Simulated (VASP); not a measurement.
# GeW3 (P6_3/mmc) in VASP: single point with PBE

Aim: the single point of GeW3 with PBE.

Everything below comes from runs of VASP 6.6.1. Logs are shortened: lines on timing, memory, paths and dates and some standing lists are left out, and cuts for length are marked.

### 1 The cell of the first run

It takes space group P6_3/mmc (No. 194, hexagonal). Conventional cell: a = 5.574 Å, b = 5.574 Å, c = 4.684 Å, α = 90.00°, β = 90.00°, γ = 120.00°. Ge (site symmetry -6m2) has 12 W at 2.79 to 2.86 Å within 3.7 Å. Within 3.6 Å of W (site symmetry mm2) lie 8 W at 2.74 to 2.84 Å and 4 Ge at 2.79 to 2.86 Å.

The cell was built from a structure type or drawn by symmetry, and may not be a known phase.

### 2 Single point, PBE

INCAR

```
SYSTEM = GeW3
ALGO = Fast
EDIFF = 1E-7
ENCUT = 520
GGA = PE
ISIF = 2
ISMEAR = 0
LASPH = .True.
LCHARG = .True.
LELF = .True.
LREAL = .False.
LVHAR = .True.
LWAVE = .False.
NBANDS = 66
NELM = 100
PREC = Accurate
SIGMA = 0.1
```

KPOINTS

```
k-points
0
Gamma
  12 12 8
  0 0 0
```

POSCAR

```
GeW3
1.0
    5.5737985703      0.0000000000      0.0000000000
   -2.7868992851      4.8270511574      0.0000000000
    0.0000000000      0.0000000000      4.6837705608
Ge W
2 6
Direct
    0.3333333333      0.6666666667      0.2500000000
    0.6666666667      0.3333333333      0.7500000000
    0.8364078399      0.6728156797      0.2500000000
    0.1635921601      0.8364078399      0.7500000000
    0.3271843203      0.1635921601      0.2500000000
    0.1635921601      0.3271843203      0.7500000000
    0.8364078399      0.1635921601      0.2500000000
    0.6728156797      0.8364078399      0.7500000000
```

Potentials or basis: VASP PAW PBE potentials, release 64 (Ge_d, W_sv).

The run is started by

```bash
$ cat potpaw_PBE.64/Ge_d/POTCAR potpaw_PBE.64/W_sv/POTCAR > POTCAR
$ mpirun -np 1 vasp_std > vasp.out
```

OUTCAR:

```text
SYSTEM = GeW3
   EDIFF = 1E-7
   ENCUT = 520
   GGA = PE
   ISIF = 2
   ISMEAR = 0
   LASPH = .True.
   LREAL = .False.
   NELM = 100
   PREC = Accurate

 ion  position               nearest neighbor table
   1  0.333  0.667  0.250-   5 2.79   3 2.79   7 2.79   7 2.79   5 2.79   3 2.79   6 2.86   6 2.86
                             4 2.86   4 2.86   8 2.86   8 2.86
   2  0.667  0.333  0.750-   8 2.79   6 2.79   4 2.79   4 2.79   8 2.79   6 2.79   3 2.86   3 2.86
                             7 2.86   7 2.86   5 2.86   5 2.86
   3  0.836  0.673  0.250-   7 2.74   5 2.74   1 2.79   1 2.79   4 2.82   4 2.82   8 2.82   8 2.82
                             7 2.84   5 2.84   2 2.86   2 2.86
   4  0.164  0.836  0.750-   6 2.74   8 2.74   2 2.79   2 2.79   5 2.82   5 2.82   3 2.82   3 2.82
                             6 2.84   8 2.84   1 2.86   1 2.86
   5  0.327  0.164  0.250-   3 2.74   7 2.74   1 2.79   1 2.79   4 2.82   4 2.82   6 2.82   6 2.82
                             3 2.84   7 2.84   2 2.86   2 2.86
   6  0.164  0.327  0.750-   4 2.74   8 2.74   2 2.79   2 2.79   7 2.82   7 2.82   5 2.82   5 2.82
                             4 2.84   8 2.84   1 2.86   1 2.86
   7  0.836  0.164  0.250-   3 2.74   5 2.74   1 2.79   1 2.79   8 2.82   8 2.82   6 2.82   6 2.82
                             3 2.84   5 2.84   2 2.86   2 2.86
   8  0.673  0.836  0.750-   6 2.74   4 2.74   2 2.79   2 2.79   7 2.82   7 2.82   3 2.82   3 2.82
                             6 2.84   4 2.84   1 2.86   1 2.86

  LATTYP: Found a hexagonal cell.
 ALAT       =     5.5737985703
 C/A-ratio  =     0.8403193086

  Lattice vectors:

 A1 = (   5.5737985703,   0.0000000000,   0.0000000000)
 A2 = (  -2.7868992851,   4.8270511574,   0.0000000000)
 A3 = (   0.0000000000,   0.0000000000,   4.6837705608)

Analysis of symmetry for initial positions (statically):
=====================================================================
 Subroutine PRICEL returns:
 Original cell was already a primitive cell.

 Routine SETGRP: Setting up the symmetry group for a
 hexagonal supercell.

 Subroutine GETGRP returns: Found 24 space group operations
 (whereof 12 operations were pure point group operations)
 out of a pool of 24 trial point group operations.

The static configuration has the point symmetry D_3d.
 The point group associated with its full space group is D_6h.

Analysis of symmetry for dynamics (positions and initial velocities):
=====================================================================
 Subroutine PRICEL returns:
 Original cell was already a primitive cell.

 Routine SETGRP: Setting up the symmetry group for a
 hexagonal supercell.

 Subroutine GETGRP returns: Found 24 space group operations
 (whereof 12 operations were pure point group operations)
 out of a pool of 24 trial point group operations.

The dynamic configuration has the point symmetry D_3d.
 The point group associated with its full space group is D_6h.

 Subroutine INISYM returns: Found 24 space group operations
 (whereof 12 operations are pure point group operations),
 and found     1 'primitive' translations

----------------------------------------------------------------------------------------

                                     Primitive cell

  volume of cell :     126.0169

  direct lattice vectors                    reciprocal lattice vectors
     5.573798570  0.000000000  0.000000000     0.179410861  0.103582909  0.000000000
    -2.786899285  4.827051157  0.000000000     0.000000000  0.207165818  0.000000000
     0.000000000  0.000000000  4.683770561     0.000000000  0.000000000  0.213503199

  length of vectors
     5.573798570  5.573798570  4.683770561     0.207165818  0.207165818  0.213503199

  position of ions in fractional coordinates (direct lattice)
     0.333333333  0.666666667  0.250000000
     0.666666667  0.333333333  0.750000000
     0.836407840  0.672815680  0.250000000
     0.163592160  0.836407840  0.750000000
     0.327184320  0.163592160  0.250000000
     0.163592160  0.327184320  0.750000000
     0.836407840  0.163592160  0.250000000
     0.672815680  0.836407840  0.750000000

  ion indices of the primitive-cell ions
   primitive index   ion index
                 1           1
                 2           2
                 3           3
                 4           4
                 5           5
                 6           6
                 7           7
                 8           8

----------------------------------------------------------------------------------------

 KPOINTS: k-points

Automatic generation of k-mesh.
 Grid dimensions read from file:
 generate k-points for:   12   12    8

 Generating k-lattice:

  Cartesian coordinates                     Fractional coordinates (reciprocal lattice)
     0.014950905  0.008631909  0.000000000     0.083333333 -0.000000000  0.000000000
     0.000000000  0.017263818  0.000000000     0.000000000  0.083333333  0.000000000
     0.000000000  0.000000000  0.026687900     0.000000000  0.000000000  0.125000000

  Length of vectors
     0.017263818  0.017263818  0.026687900

  Shift w.r.t. Gamma in fractional coordinates (k-lattice)
     0.000000000  0.000000000  0.000000000

 Subroutine IBZKPT returns following result:
 ===========================================

 Found     95 irreducible k-points:

 Following reciprocal coordinates:
            Coordinates               Weight
  0.000000  0.000000  0.000000      1.000000
  0.083333  0.000000  0.000000      6.000000
  0.166667 -0.000000  0.000000      6.000000
  0.250000 -0.000000  0.000000      6.000000
  0.333333 -0.000000  0.000000      6.000000
  0.416667 -0.000000  0.000000      6.000000
[... 16 lines left out ...]
  0.250000 -0.000000  0.125000     12.000000
  0.333333 -0.000000  0.125000     12.000000
 [... further k-points ...]
   k-points           NKPTS =     95   k-points in BZ     NKDIM =     95   number of bands    NBANDS=     66
   number of dos      NEDOS =    301   number of ions     NIONS =      8
   total plane-waves  NPLWV =  63504
   dimension x,y,z NGX =    42 NGY =   42 NGZ =   36
   dimension x,y,z NGXF=    84 NGYF=   84 NGZF=   72
   ions per type =               2   6
   NGX,Y,Z   is equivalent  to a cutoff of  12.53, 12.53, 12.78 a.u.
   NGXF,Y,Z  is equivalent  to a cutoff of  25.05, 25.05, 25.56 a.u.
 SYSTEM =  GeW3
   PREC   = accura    normal or accurate (medium, high low for compatibility)
   ISTART =      0    job   : 0-new  1-cont  2-samecut
   ICHARG =      2    charge: 1-file 2-atom 10-const
   ISPIN  =      1    spin polarized calculation?
   LNONCOLLINEAR =      F non collinear calculations
   LSORBIT =      F    spin-orbit coupling
   LASPH  =      T    aspherical Exc in radial PAW
   ENCUT  =  520.0 eV  38.22 Ry    6.18 a.u.  10.36 10.36  8.71*2*pi/ulx,y,z
   NELM   =    100;   NELMIN=  2; NELMDL= -5     # of ELM steps
   EDIFF  = 0.1E-06   stopping-criterion for ELM
   LREAL  =      F    real-space projection
   EDIFFG = 0.1E-05   stopping-criterion for IOM
   NSW    =      0    number of steps for IOM
   IBRION =     -1    ionic relax: 0-MD 1-quasi-New 2-CG
   NFREE  =      0    steps in history (QN), initial steepest desc. (CG)
   ISIF   =      2    stress and relaxation
   ISYM   =      2    0-nonsym 1-usesym 2-fastsym
   POTIM  = 0.5000    time-step for ionic-motion
   TEBEG  =    0.0;   TEEND  =   0.0 temperature during run
   PSTRESS=    0.0 pullay stress
   NELECT =     112.0000    total number of electrons
   NUPDOWN=      -1.0000    fix difference up-down
   EMIN   =  10.00;   EMAX   =-10.00  energy-range for DOS
   EFERMI =   0.00;   METHOD = LEGACY
   ISMEAR =     0;   SIGMA  =   0.10  broadening in eV -4-tet -1-fermi 0-gaus
   EFERMI_NEDOS =   21; number of points for ismear=-14 and -15
   IALGO  =     68    algorithm
   IMIX   =      4    mixing-type and parameters
     AMIX     =   0.40;   BMIX     =  1.00
     AMIX_MAG =   1.60;   BMIX_MAG =  1.00
  volume/ion in A,a.u.               =      15.75       106.30
  Fermi-wavevector in a.u.,A,eV,Ry     =   1.573999  2.974428 33.708084  2.477474
  Thomas-Fermi vector in A             =   2.675200
   LORBIT       =      0    0 simple, 1 ext, 2 COOP (PROOUT), +10 PAW based schemes
   GGA     = PE    functional components
   LHFCALC =     F    Hartree Fock is set to
   AEXX    =    0.0000 exact exchange contribution
   IVDW    =     0    specifies the selected vdW correction
   LEPSILON=     F    determine dielectric tensor
   LRPA    =     F    only Hartree local field effects (RPA)
 non-spin polarized calculation
 RMM-DIIS sequential band-by-band and
 Gauss-broadening in eV      SIGMA  =   0.10
  energy-cutoff  :      520.00
  volume of cell :      126.02
 maximum number of plane-waves:      3431
 NGX is ok and might be reduce to    42
   NGX = 21   NGY = 21   NGZ = 17

 number of electron     112.0000055 magnetization

 Free energy of the ion-electron system (eV)
  ---------------------------------------------------
  ext. energy  EPLUGINS =         0.00000000
  ---------------------------------------------------
  free energy    TOTEN  =       -84.44194894 eV

  energy without entropy =      -84.42288284  energy(sigma->0) =      -84.43241589

 E-fermi :  11.0539     XC(G=0): -13.3115

 val. band max:       11.0434797737   @ k =   0.1667   0.1667   0.5000
 cond. band min:      11.0551947481   @ k =   0.3333  -0.0000   0.3750
 fundamental gap:      0.0117149743
 Fermi energy:        11.0538612404

 k-point     1 :       0.0000    0.0000    0.0000
  band No.  band energies     occupation
      1     -63.1193      2.00000
      2     -63.0381      2.00000
      3     -63.0251      2.00000
      4     -63.0251      2.00000
      5     -62.9854      2.00000
      6     -62.9854      2.00000
[... 58 lines left out ...]
     65      13.5178      0.00000
     66      13.7901      0.00000

 k-point     2 :       0.0833    0.0000    0.0000
  band No.  band energies     occupation
      1     -63.1181      2.00000
      2     -63.0373      2.00000
      3     -63.0263      2.00000
      4     -63.0251      2.00000
      5     -62.9862      2.00000
      6     -62.9854      2.00000
[... 1576 lines left out ...]
     65      13.3704      0.00000
     66      13.7996      0.00000

 [... further k-points ...]

------------------------ aborting loop because EDIFF is reached ----------------------------------------

  FORCE on cell =-STRESS in cart. coord.  units (eV):
  Direction    XX          YY          ZZ          XY          YZ          ZX
  --------------------------------------------------------------------------------------
  -------------------------------------------------------------------------------------
  Total        0.4071509      0.4071509      0.3667585      0.0000000      0.0000000      0.0000000
  in kB        5.1765118      5.1765118      4.6629632      0.0000000      0.0000000      0.0000000
  external PRESSURE =       5.0053289 kB  Pullay stress =       0.0000000 kB

 VOLUME and BASIS-vectors are now :
 -----------------------------------------------------------------------------
  energy-cutoff  :      520.00
  volume of cell :      126.02
      direct lattice vectors                 reciprocal lattice vectors
     5.573798570  0.000000000  0.000000000     0.179410861  0.103582909  0.000000000
    -2.786899285  4.827051157  0.000000000     0.000000000  0.207165818  0.000000000
     0.000000000  0.000000000  4.683770561     0.000000000  0.000000000  0.213503199

 POSITION                                       TOTAL-FORCE (eV/Angst)
 -----------------------------------------------------------------------------------
     -0.00000      3.21803      1.17094        -0.000000     -0.000000     -0.000000
      2.78690      1.60902      3.51283         0.000000     -0.000000     -0.000000
      2.78690      3.24772      1.17094        -0.000000     -0.009277     -0.000000
     -1.41915      4.03738      3.51283         0.008034     -0.004639     -0.000000
      1.36774      0.78967      1.17094         0.008034      0.004639      0.000000
     -0.00000      1.57934      3.51283         0.000000      0.009277      0.000000
      4.20605      0.78967      1.17094        -0.008034      0.004639     -0.000000
      1.41915      4.03738      3.51283        -0.008034     -0.004639      0.000000
 -----------------------------------------------------------------------------------
    total drift:                                0.000000     -0.000000      0.000000

  FREE ENERGIE OF THE ION-ELECTRON SYSTEM (eV)
  ---------------------------------------------------
  free  energy   TOTEN  =       -84.4419489406 eV

  energy  without entropy=      -84.4228828373  energy(sigma->0) =      -84.43241589
```

Run time: 41 min. Hardware: 1 thread of Intel Xeon Platinum 8488C (Sapphire Rapids), shared host; peak memory 0.65 GiB.

What came out:

* Free energy: -84.4419 eV
* Pressure: 0.5 GPa
* Largest force: 0.009 eV/Å
* Band gap on the k mesh: zero (bands 56 and 57 overlap by 1.38 eV)

Forces in eV/Å, atoms in the order of the input:
```
Ge   0.000  0.000  0.000
Ge   0.000  0.000  0.000
W    0.000 -0.009  0.000
W    0.008 -0.005  0.000
W    0.008  0.005  0.000
W    0.000  0.009  0.000
W   -0.008  0.005  0.000
W   -0.008 -0.005  0.000
```

Caveat: spin-orbit coupling is left out, which moves the levels of the heavy elements.
